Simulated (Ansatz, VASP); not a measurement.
## HfN in VASP and in Ansatz

```
CELL_PARAMETERS angstrom
0.00000 -2.23398 -2.23398
0.00000 2.23398 -2.23398
4.46795 0.00000 0.00000
ATOMIC_POSITIONS crystal
Hf 0.50407 0.49593 0.50000
Hf 0.99593 0.00407 0.00000
N 0.48285 0.51715 0.00000
N 0.01715 0.98285 0.50000
```

Change from the starting cell: mode 4 frozen in at -0.021 Å and mode 11 at +0.065 Å (largest displacements).

Alike in both runs: task single point; functional LDA; k mesh 14 × 14 × 10; occupations gaussian, width 0.15 eV; no spin polarisation.

|  | VASP | Ansatz |
| --- | --- | --- |
| version | VASP 6.6.1 | Ansatz 0.2.0 |
| potentials or method | VASP PAW LDA potentials, release 64 (Hf_pv, N), cutoff 520 eV | scalar-relativistic, plane waves, PAW |
| valence electrons in the cell | 30 | 62 |

Ansatz gave:

| Quantity | Value |
| --- | --- |
| gap on the k mesh at the Fermi level (eV) | none |
| pressure (GPa) | 0.5 |
| traceless stress, the component that is largest in VASP (GPa) | 1.16 |
| rms of the force components (eV/Å) | 0.391 |

**Question.** Which values does VASP return?

**Answer.** gap on the k mesh at the Fermi level (eV): none; pressure (GPa): -0.7; traceless stress, the component that is largest in VASP (GPa): 1.14; rms of the force components (eV/Å): 0.393.

Ansatz warns that its potentials were made for another functional, while VASP's fit it. LDA's correlation is that of Perdew and Zunger in VASP and of Perdew and Wang (1992) in Ansatz. Atom by atom the forces differ by 0.004 eV/Å (rms over components). A gap of «none» marks a metal or a gap that the smearing closes. VASP's potentials hold 30 valence electrons a cell and Ansatz's 62, so a difference there can come from the potentials and not from the codes.

Spin-orbit coupling is off throughout.
